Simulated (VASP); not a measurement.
# Mo: single point with PBE

Slab: Mo, a slab with vacuum.

```
Mo
1.0
     3.16073    0.00000    0.00000
     0.00000    3.16073    0.00000
     0.00000    0.00000   15.41160
Mo
4
Cartesian
  0.7902 0.7902 5.5000
  2.3705 2.3705 6.8448
  0.7902 0.7902 8.5668
  2.3705 2.3705 9.9116
```

```yaml
Program: VASP 6.6.1
Task: single point
Functional: PBE
Potentials_or_basis: VASP PAW PBE potentials, release 64 (Mo_sv)
Cutoff: 520 eV
k_mesh: 12 × 12 × 1
Occupations: fermi-dirac, width 0.08 eV
Spin: no spin polarisation
Dipole_correction: yes
Further_INCAR_settings: ALGO = Normal; EDIFF = 1e-06; NBANDS = 36
```

* Largest force: 0.042 eV/Å
* Band gap on the k mesh: zero (band 28 reaches 4.30 eV, above the bottom of band 29 at 2.59 eV)

Forces in eV/Å, atoms in the order of the input:
```
Mo   0.000  0.000 -0.042
Mo   0.000  0.000  0.015
Mo   0.000  0.000 -0.015
Mo   0.000  0.000  0.042
```

Levels at points of the mesh, in eV from the Fermi level:
| k point | band 26 | band 27 | band 28 | band 29 | band 30 | band 31 |
| --- | --- | --- | --- | --- | --- | --- |
| (0.00, 0.00, 0.00) | -0.26 | -0.26 | -0.22 | -0.13 | -0.06 | 0.13 |
| (0.50, 0.00, 0.00) | -1.10 | -0.08 | -0.08 | 1.18 | 1.18 | 1.66 |
| (0.50, 0.50, 0.00) | -1.05 | 1.48 | 1.48 | 1.55 | 1.55 | 2.25 |

It took 110 s on 1 thread of Intel(R) Xeon(R) 6975P-C (Granite Rapids), with other jobs on the host, peak memory 0.3 GiB.
